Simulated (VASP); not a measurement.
Wanted: the native input for a VASP 6.6.1 run.

| Property | Result |
| --- | --- |
| Task | single point |
| Functional | PBE |
| Potentials or basis | VASP PAW PBE potentials, release 64 (In_d, Ga_d, P) |
| Cutoff | 520 eV |
| k mesh | 12 × 12 × 4 |
| Occupations | gaussian, width 0.1 eV |
| Spin | no spin polarisation |
| Dipole correction | no |
| Further INCAR settings | ALGO = Normal; EDIFF = 1e-06; NBANDS = 36 |

The structure of In2GaP3 lies in POSCAR:

```
In2GaP3
1.0
    3.8340365957      0.0000000000      0.0000000000
   -1.9170182979      3.3203730909      0.0000000000
    0.0000000000      0.0000000000      9.3580852188
In Ga P
2 1 3
Direct
    0.6666666667      0.3333333333      0.8263316406
    0.3333333333      0.6666666667      0.1736683594
    0.0000000000      0.0000000000      0.5000000000
    0.3333333333      0.6666666667      0.6481884740
    0.6666666667      0.3333333333      0.3518115260
    0.0000000000      0.0000000000      0.0000000000
```

These files were run (other wordings do the same):

INCAR

```
SYSTEM = In2GaP3
PREC     = Accurate       ! precision mode
ENCUT    = 520            ! plane-wave cutoff, eV
EDIFF    = 1E-6           ! SCF threshold, eV
ISMEAR   = 0              ! smearing method
SIGMA    = 0.1            ! smearing width, eV
LREAL    = .FALSE.        ! projectors in reciprocal space
LASPH    = .TRUE.         ! aspherical terms in the spheres
NELM     = 60             ! most SCF steps
ALGO     = Normal         ! electronic algorithm
ISIF     = 2              ! what is computed and relaxed
LWAVE    = .FALSE.        ! write WAVECAR
LCHARG   = .TRUE.         ! write CHGCAR
GGA      = PE             ! functional
LELF     = .TRUE.         ! ELF
LVHAR    = .TRUE.       
NBANDS   = 36             ! bands
```

KPOINTS

```
regular mesh
0
G
  12 12 4
  0 0 0
```

Potentials or basis: VASP PAW PBE potentials, release 64 (In_d, Ga_d, P).

The run is started by

```console
$ cat potpaw_PBE.64/In_d/POTCAR potpaw_PBE.64/Ga_d/POTCAR potpaw_PBE.64/P/POTCAR > POTCAR
$ mpirun -np 1 vasp_std > vasp.out
```

Results of the run:

| Property | Result |
| --- | --- |
| Pressure | 0.0 GPa |
| Largest force | 0.006 eV/Å |
| Band gap on the k mesh | zero (bands 27 and 28 overlap by 1.24 eV) |

Caveat: spin-orbit coupling is left out, which moves the levels of the heavy elements.

Wall time 15 min on 1 thread of Intel Xeon 8259CL, on a shared host, peak memory 0.42 GiB.
